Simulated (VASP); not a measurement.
# Mg32O31 (a cell with a defect) in VASP: notebook

Mg32O31 (a cell with a defect) is run at these levels: PBE+D3(BJ); tasks: single point.

Everything below comes from runs of VASP 6.6.1. Logs are shortened: lines on timing, memory, paths and dates and some standing lists are left out, and cuts for length are marked.

**1. The cell of the first run**

The cell holds a defect, 63 atoms: a = 8.833 Å, b = 8.833 Å, c = 8.833 Å, α = 90.00°, β = 90.00°, γ = 90.00°.

**2. Single point, PBE+D3(BJ)**

Input file INCAR:

```
SYSTEM = Mg32O31
ALGO = Normal ; EDIFF = 1E-7
ENCUT = 520 ; GGA = PE
ISIF = 2 ; ISMEAR = 0
IVDW = 12 ; LASPH = .True.
LCHARG = .False. ; LREAL = Auto
LWAVE = .False. ; NBANDS = 162
NELM = 100 ; PREC = Accurate
SIGMA = 0.05
```

Input file KPOINTS:

```
k-points
0
Gamma
  1 1 1
  0 0 0
```

Input file POSCAR:

```
Mg32O31
1.0
    8.8332000000      0.0000000000      0.0000000000
    0.0000000000      8.8332000000      0.0000000000
    0.0000000000      0.0000000000      8.8332000000
Mg O
32 31
Direct
    0.5001836731     -0.0003783272     -0.0022644294
    0.7502242128      0.2495805241     -0.0000115354
    0.7524930853     -0.0003816960      0.2500329287
    0.0001838000     -0.0003689644     -0.0006601594
    0.2501420415      0.2495851727     -0.0000056385
    0.5001789672      0.4996297085     -0.0092819805
    0.7502219011      0.7496684640     -0.0000112443
    0.2478777066     -0.0003826550      0.2500382896
    0.5001862379      0.2402885402      0.2500311980
    0.7595183421      0.4996236330      0.2500175988
    0.5001884431     -0.0003824517      0.5023268283
    0.7502302462      0.2495855310      0.5000655676
    0.7508846225     -0.0003759789      0.7500233580
    0.0001876008      0.4996156235     -0.0022714750
    0.2501435872      0.7496673644     -0.0000048295
    0.0001833784      0.2473295452      0.2500363088
    0.2408823322      0.4996195802      0.2500314019
    0.5001900931      0.7589137046      0.2500203277
    0.0001868743     -0.0003751672      0.5007257151
    0.2501472560      0.2495898214      0.5000674870
    0.5001953294      0.4996353426      0.5093337807
    0.7502274846      0.7496649027      0.5000653482
    0.2494829888     -0.0003744148      0.7500281856
    0.5001878508      0.2473228612      0.7500301576
    0.7524931596      0.4996240786      0.7500227456
    0.0001885848      0.7519272784      0.2500237144
    0.0001933708      0.4996272830      0.5023243343
    0.2501482609      0.7496610934      0.5000659905
    0.0001819777      0.2489332649      0.7500283724
    0.2478821339      0.4996245564      0.7500282605
    0.5001866033      0.7519240115      0.7500276466
    0.0001833154      0.7503168941      0.7500350924
    0.7505599617      0.2492497529      0.2500248341
    0.0001932750      0.4996105760      0.2500233798
    0.0001861967      0.2496637674      0.4999735085
    0.2498123405      0.2492362878      0.2500366247
    0.7505796335      0.7499977923      0.2500068328
    0.0001847988     -0.0003706704      0.2500256257
    0.5001946787      0.2492529317      0.5003765627
    0.7505709067      0.4996250258      0.5003827467
    0.0001845606      0.7495737928      0.4999727337
    0.7501414407      0.2496650038      0.7500129322
    0.0001810971      0.4996113341      0.7500234784
    0.0001876689      0.2496611719      0.0000722288
    0.2497938715      0.7500114246      0.2500185424
    0.5001959419     -0.0003875674      0.2500271836
    0.2498054372      0.4996305934      0.5003990627
    0.5001969213      0.7499965892      0.5004131281
    0.7501471622     -0.0003876439      0.4999654993
    0.2502369999      0.2496713604      0.7500108989
    0.5001948382      0.4996219082      0.7500269046
    0.7501520742      0.7495710346      0.7500264350
    0.0001882071     -0.0003779495      0.7500214823
    0.5001873107      0.2492467221     -0.0003372504
    0.7505770733      0.4996114200     -0.0003462948
    0.0001890334      0.7495761824      0.0000704289
    0.2502362383     -0.0003890243      0.4999775631
    0.2502285897      0.7495671416      0.7500237082
    0.5001929713     -0.0003809031      0.7500198450
    0.2497967781      0.4996148680     -0.0003640877
    0.5001853370      0.7500073065     -0.0003697570
    0.7501428651     -0.0003745565      0.0000683231
    0.2502342293     -0.0003741973      0.0000698505
```

Potentials or basis: VASP PAW PBE potentials, release 64 (Mg, O).

Run with:

```bash
$ cat potpaw_PBE.64/Mg/POTCAR potpaw_PBE.64/O/POTCAR > POTCAR
$ mpirun -np 1 vasp_gam > vasp.out
```

OUTCAR:

```text
SYSTEM = Mg32O31
   EDIFF = 1E-7
   ENCUT = 520
   GGA = PE
   ISIF = 2
   ISMEAR = 0
   IVDW = 12
   LASPH = .True.
   LREAL = Auto
   NELM = 100
   PREC = Accurate
 IVDW          = 12

 ion  position               nearest neighbor table
   1  0.500  1.000  0.998-  59 2.19  61 2.20  54 2.21  63 2.21  62 2.21  46 2.23   9 3.08  18 3.08
                            31 3.09  24 3.09  23 3.11  13 3.11   7 3.12  15 3.12   2 3.12   5 3.12
   2  0.750  0.250  1.000-  62 2.21  44 2.21  42 2.21  55 2.21  33 2.21  54 2.21   4 3.12  29 3.12
                            13 3.12  24 3.12  14 3.12   1 3.12   3 3.12  16 3.12  25 3.12  10 3.12
   3  0.752  1.000  0.250-  38 2.19  37 2.21  33 2.21  49 2.21  62 2.21  46 2.23   9 3.08  18 3.08
                            26 3.09  16 3.09   4 3.11  19 3.11  22 3.12   7 3.12  12 3.12   2 3.12
   4  0.000  1.000  0.999-  53 2.20  44 2.21  62 2.21  63 2.21  56 2.21  38 2.21   3 3.11  26 3.11
                             8 3.11  16 3.11  23 3.11  29 3.11  13 3.11  32 3.11   2 3.12   5 3.12
   5  0.250  0.250  1.000-  44 2.21  63 2.21  50 2.21  60 2.21  36 2.21  54 2.21   4 3.12  23 3.12
                            29 3.12  14 3.12  16 3.12   1 3.12  30 3.12  24 3.12   8 3.12  17 3.12
   6  0.500  0.500  0.991-  51 2.13  61 2.21  60 2.21  54 2.21  55 2.21  31 3.08  30 3.08  24 3.08
                            25 3.08  15 3.12   5 3.12   7 3.12   2 3.12  18 3.24  17 3.24  10 3.24
   7  0.750  0.750  1.000-  62 2.21  52 2.21  56 2.21  37 2.21  61 2.21  55 2.21  32 3.12  13 3.12
                             4 3.12   1 3.12   3 3.12  31 3.12  26 3.12  25 3.12  14 3.12  18 3.12
   8  0.248  1.000  0.250-  38 2.19  45 2.20  36 2.21  57 2.21  63 2.21  46 2.23   9 3.08  18 3.08
                            26 3.09  16 3.09  19 3.11   4 3.11  28 3.12  15 3.12  20 3.12   5 3.12
   9  0.500  0.240  0.250-  46 2.13  39 2.21  54 2.21  36 2.21  33 2.21   1 3.08  11 3.08   3 3.08
[... 76 lines left out ...]
  62  0.750  1.000  0.000-   2 2.21   7 2.21   1 2.21   3 2.21   4 2.21  13 2.21
  63  0.250  1.000  0.000-  15 2.21   5 2.21   1 2.21   8 2.21  23 2.21   4 2.21

  LATTYP: Found a simple cubic cell.
 ALAT       =     8.8332000000

  Lattice vectors:

 A1 = (   8.8332000000,   0.0000000000,   0.0000000000)
 A2 = (   0.0000000000,   8.8332000000,   0.0000000000)
 A3 = (   0.0000000000,   0.0000000000,   8.8332000000)

Analysis of symmetry for initial positions (statically):
=====================================================================
 Subroutine PRICEL returns:
 Original cell was already a primitive cell.

 Routine SETGRP: Setting up the symmetry group for a
 simple cubic supercell.

 Subroutine GETGRP returns: Found  1 space group operations
 (whereof  1 operations were pure point group operations)
 out of a pool of 48 trial point group operations.

The static configuration has the point symmetry C_1 .

Analysis of symmetry for dynamics (positions and initial velocities):
=====================================================================
 Subroutine PRICEL returns:
 Original cell was already a primitive cell.

 Routine SETGRP: Setting up the symmetry group for a
 simple cubic supercell.

 Subroutine GETGRP returns: Found  1 space group operations
 (whereof  1 operations were pure point group operations)
 out of a pool of 48 trial point group operations.

The dynamic configuration has the point symmetry C_1 .

 Subroutine INISYM returns: Found  1 space group operations
 (whereof  1 operations are pure point group operations),
 and found     1 'primitive' translations

----------------------------------------------------------------------------------------

                                     Primitive cell

  volume of cell :     689.2142

  direct lattice vectors                    reciprocal lattice vectors
     8.833200000  0.000000000  0.000000000     0.113209256  0.000000000  0.000000000
     0.000000000  8.833200000  0.000000000     0.000000000  0.113209256  0.000000000
     0.000000000  0.000000000  8.833200000     0.000000000  0.000000000  0.113209256

  length of vectors
     8.833200000  8.833200000  8.833200000     0.113209256  0.113209256  0.113209256

  position of ions in fractional coordinates (direct lattice)
     0.500183673  0.999621673  0.997735571
     0.750224213  0.249580524  0.999988465
[... 140 lines left out ...]
     0.000000000  0.113209256  0.000000000     0.000000000  1.000000000  0.000000000
     0.000000000  0.000000000  0.113209256     0.000000000  0.000000000  1.000000000

  Length of vectors
     0.113209256  0.113209256  0.113209256

  Shift w.r.t. Gamma in fractional coordinates (k-lattice)
     0.000000000  0.000000000  0.000000000

 Subroutine IBZKPT returns following result:
 ===========================================

 Found      1 irreducible k-points:

 Following reciprocal coordinates:
            Coordinates               Weight
  0.000000  0.000000  0.000000      1.000000
   k-points           NKPTS =      1   k-points in BZ     NKDIM =      1   number of bands    NBANDS=    162
   number of dos      NEDOS =    301   number of ions     NIONS =     63
   total plane-waves  NPLWV = 343000
   dimension x,y,z NGX =    70 NGY =   70 NGZ =   70
   dimension x,y,z NGXF=   140 NGYF=  140 NGZF=  140
   ions per type =              32  31
   NGX,Y,Z   is equivalent  to a cutoff of  13.17, 13.17, 13.17 a.u.
   NGXF,Y,Z  is equivalent  to a cutoff of  26.35, 26.35, 26.35 a.u.
 SYSTEM =  Mg32O31
   PREC   = accura    normal or accurate (medium, high low for compatibility)
   ISTART =      0    job   : 0-new  1-cont  2-samecut
   ICHARG =      2    charge: 1-file 2-atom 10-const
   ISPIN  =      1    spin polarized calculation?
   LNONCOLLINEAR =      F non collinear calculations
   LSORBIT =      F    spin-orbit coupling
   LASPH  =      T    aspherical Exc in radial PAW
   ENCUT  =  520.0 eV  38.22 Ry    6.18 a.u.  16.42 16.42 16.42*2*pi/ulx,y,z
   NELM   =    100;   NELMIN=  2; NELMDL= -5     # of ELM steps
   EDIFF  = 0.1E-06   stopping-criterion for ELM
   LREAL  =      T    real-space projection
   EDIFFG = 0.1E-05   stopping-criterion for IOM
   NSW    =      0    number of steps for IOM
   IBRION =     -1    ionic relax: 0-MD 1-quasi-New 2-CG
   NFREE  =      0    steps in history (QN), initial steepest desc. (CG)
   ISIF   =      2    stress and relaxation
   ISYM   =      2    0-nonsym 1-usesym 2-fastsym
   POTIM  = 0.5000    time-step for ionic-motion
   TEBEG  =    0.0;   TEEND  =   0.0 temperature during run
   PSTRESS=    0.0 pullay stress
   NELECT =     250.0000    total number of electrons
   NUPDOWN=      -1.0000    fix difference up-down
   EMIN   =  10.00;   EMAX   =-10.00  energy-range for DOS
   EFERMI =   0.00;   METHOD = LEGACY
   ISMEAR =     0;   SIGMA  =   0.05  broadening in eV -4-tet -1-fermi 0-gaus
   EFERMI_NEDOS =   21; number of points for ismear=-14 and -15
   IALGO  =     38    algorithm
   IMIX   =      4    mixing-type and parameters
     AMIX     =   0.40;   BMIX     =  1.00
     AMIX_MAG =   1.60;   BMIX_MAG =  1.00
  volume/ion in A,a.u.               =      10.94        73.83
  Fermi-wavevector in a.u.,A,eV,Ry     =   1.167536  2.206322 18.546635  1.363139
  Thomas-Fermi vector in A             =   2.304034
   LORBIT       =      0    0 simple, 1 ext, 2 COOP (PROOUT), +10 PAW based schemes
   GGA     = PE    functional components
   LHFCALC =     F    Hartree Fock is set to
   AEXX    =    0.0000 exact exchange contribution
   IVDW    =    12    specifies the selected vdW correction
   LEPSILON=     F    determine dielectric tensor
   LRPA    =     F    only Hartree local field effects (RPA)
 non-spin polarized calculation
 Gauss-broadening in eV      SIGMA  =   0.05
  energy-cutoff  :      520.00
  volume of cell :      689.21
 maximum number of plane-waves:      9307
 NGX is ok and might be reduce to    70
   NGX = 33   NGY = 33   NGZ = 33

 number of electron     250.0000141 magnetization

 Free energy of the ion-electron system (eV)
  ---------------------------------------------------
  ext. energy  EPLUGINS =         0.00000000
  ---------------------------------------------------
  free energy    TOTEN  =      -366.32316657 eV

  energy without entropy =     -366.32316657  energy(sigma->0) =     -366.32316657

 E-fermi :   4.4734     XC(G=0): -10.3702

 val. band max:        4.1717268675   @ k =   0.0000   0.0000   0.0000
 cond. band min:       6.2660794488   @ k =   0.0000   0.0000   0.0000
 fundamental gap:      2.0943525813
 Fermi energy:         4.4734496518

 k-point     1 :       0.0000    0.0000    0.0000
  band No.  band energies     occupation
      1     -14.4571      2.00000
      2     -13.9520      2.00000
      3     -13.9520      2.00000
      4     -13.8842      2.00000
      5     -13.8842      2.00000
      6     -13.8842      2.00000
[... 129 lines left out ...]
    136       9.4648      0.00000
    137       9.4649      0.00000
 [bands above 137 left out]

------------------------ aborting loop because EDIFF is reached ----------------------------------------

 Edisp (eV)  -15.98173

 E8    (eV) :    -6.2754

  FORCE on cell =-STRESS in cart. coord.  units (eV):
  Direction    XX          YY          ZZ          XY          YZ          ZX
  --------------------------------------------------------------------------------------
  -------------------------------------------------------------------------------------
  Total     -70.28277   -70.29541   -70.29624     0.00667     0.00113     0.00124
  in kB    -163.38240  -163.41178  -163.41370     0.01550     0.00264     0.00289
  external pressure =     -163.40 kB  Pullay stress =        0.00 kB

 VOLUME and BASIS-vectors are now :
 -----------------------------------------------------------------------------
  energy-cutoff  :      520.00
  volume of cell :      689.21
      direct lattice vectors                 reciprocal lattice vectors
     8.833200000  0.000000000  0.000000000     0.113209256  0.000000000  0.000000000
     0.000000000  8.833200000  0.000000000     0.000000000  0.113209256  0.000000000
     0.000000000  0.000000000  8.833200000     0.000000000  0.000000000  0.113209256

 POSITION                                       TOTAL-FORCE (eV/Angst)
 -----------------------------------------------------------------------------------
      4.41822      8.82986      8.81320         0.000029      0.000275     -0.000895
      6.62688      2.20459      8.83310         0.001106     -0.000478     -0.000757
      6.64692      8.82983      2.20859        -0.000699      0.000784     -0.000273
      0.00162      8.82994      8.82737        -0.000053     -0.000631     -0.001239
      2.20955      2.20464      8.83315        -0.000921     -0.001131     -0.001380
      4.41818      4.41333      8.75121         0.000416     -0.000600     -0.017159
[... 55 lines left out ...]
      6.62616      8.82989      0.00060        -0.000872     -0.003789      0.000989
      2.21037      8.82989      0.00062         0.001127     -0.003289      0.001100
 -----------------------------------------------------------------------------------
    total drift:                                0.022900     -0.043389      0.001808

  FREE ENERGIE OF THE ION-ELECTRON SYSTEM (eV)
  ---------------------------------------------------
  free  energy   TOTEN  =      -382.3048958336 eV

  energy  without entropy=     -382.3048958336  energy(sigma->0) =     -382.30489583
```

Run time: 7.8 min. Hardware: 1 thread of Intel Xeon 8259CL, shared host; peak memory 0.73 GiB.

What came out:

```yaml
Free_energy: -382.3049 eV
Pressure: -16.3 GPa
Largest_force: 0.020 eV/Å
Band_gap_on_the_k_mesh: 2.09 eV
Dispersion_energy_per_atom: -0.254 eV
```

Forces on the atoms (eV/Å):
```
Mg   0.000  0.000 -0.001
Mg   0.001  0.000 -0.001
Mg  -0.001  0.001  0.000
Mg   0.000 -0.001 -0.001
Mg  -0.001 -0.001 -0.001
Mg   0.000 -0.001 -0.017
Mg   0.002  0.001 -0.001
Mg  -0.001  0.001 -0.001
Mg   0.000 -0.015  0.000
Mg   0.016  0.000  0.000
Mg   0.000  0.000  0.000
Mg   0.001 -0.001  0.000
Mg  -0.001  0.001  0.000
Mg   0.000  0.001  0.000
Mg  -0.001  0.001 -0.002
Mg   0.000  0.001  0.000
Mg  -0.019  0.000  0.000
Mg   0.000  0.020  0.000
Mg   0.000 -0.001  0.000
Mg  -0.001 -0.001  0.001
Mg   0.000 -0.001  0.017
Mg   0.002  0.001  0.001
Mg   0.001  0.001  0.000
Mg   0.000  0.001  0.000
Mg  -0.001  0.001  0.000
Mg  -0.001  0.001  0.000
Mg   0.000  0.000  0.000
Mg  -0.001  0.001  0.001
Mg   0.000  0.001  0.000
Mg  -0.001  0.001  0.000
Mg  -0.001  0.001  0.000
Mg   0.000  0.000  0.000
O   -0.005  0.005  0.000
O    0.002 -0.003  0.000
O    0.002  0.000 -0.001
O    0.003  0.006 -0.001
O   -0.005 -0.003  0.001
O    0.002 -0.003  0.000
O   -0.001  0.005 -0.001
O   -0.005  0.000 -0.002
O    0.002 -0.002 -0.001
O   -0.003  0.005  0.000
O    0.001 -0.003  0.000
O    0.002  0.000  0.002
O    0.006 -0.003  0.000
O    0.001 -0.003  0.000
O    0.003 -0.002 -0.001
O    0.001 -0.003 -0.001
O   -0.001 -0.003  0.000
O   -0.002  0.004  0.000
O    0.001 -0.003  0.000
O   -0.003  0.004  0.000
O    0.001 -0.003  0.000
O   -0.001  0.005  0.002
O   -0.006  0.001  0.002
O    0.002 -0.002  0.002
O    0.001 -0.003 -0.001
O   -0.001  0.003  0.000
O    0.001 -0.002  0.000
O    0.004 -0.001  0.002
O    0.002 -0.003  0.001
O   -0.001 -0.004  0.001
O    0.001 -0.003  0.001
```

Caveat: the k points lie up to 0.71 Å⁻¹ apart.

(Continued in part 2 of 2.)
